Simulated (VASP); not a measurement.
# Ca: single point with r2SCAN

Crystal: Ca.

```
CELL_PARAMETERS angstrom
4.00607 0.00000 0.00000
-2.00304 3.46936 0.00000
0.00000 0.00000 6.62085
ATOMIC_POSITIONS crystal
Ca 0.33333 0.66667 0.25000
Ca 0.66667 0.33333 0.75000
```

| Property | Result |
| --- | --- |
| Program | VASP 6.6.1 |
| Task | single point |
| Functional | r2SCAN |
| Potentials or basis | VASP PAW PBE potentials, release 64 (Ca_sv) |
| Cutoff | 520 eV |
| k mesh | 6 × 6 × 4 |
| Occupations | gaussian, width 0.1 eV |
| Spin | no spin polarisation |

```json
{
  "Pressure": "-0.9 GPa",
  "Band gap on the k mesh": "zero (band 10 reaches 1.88 eV, above the bottom of band 11 at 1.28 eV)"
}
```

Stress tensor (GPa, compression positive):
```
-1.01  0.00  0.00
 0.00 -1.01  0.00
 0.00  0.00 -0.80
```

Levels at points of the mesh, in eV from the Fermi level:
```
           k point  band 8  band 9  band 10  band 11  band 12  band 13
(0.00, 0.00, 0.00)  -24.04   -4.17    -1.00    -0.43     2.49     2.53
(0.50, 0.00, 0.00)  -24.06   -1.10    -0.80     0.35     0.55     1.43
(0.00, 0.00, 0.50)  -24.06   -3.17    -3.17     1.54     1.54     2.53
(0.50, 0.00, 0.50)  -24.07   -0.60    -0.60    -0.02    -0.02     1.64
```

It took 74 s on 1 thread of Intel(R) Xeon(R) 6975P-C (Granite Rapids) (shared host), peak memory 0.21 GiB.

Caveat: the PAW data sets were made with another functional, which shifts forces and pressure a little.
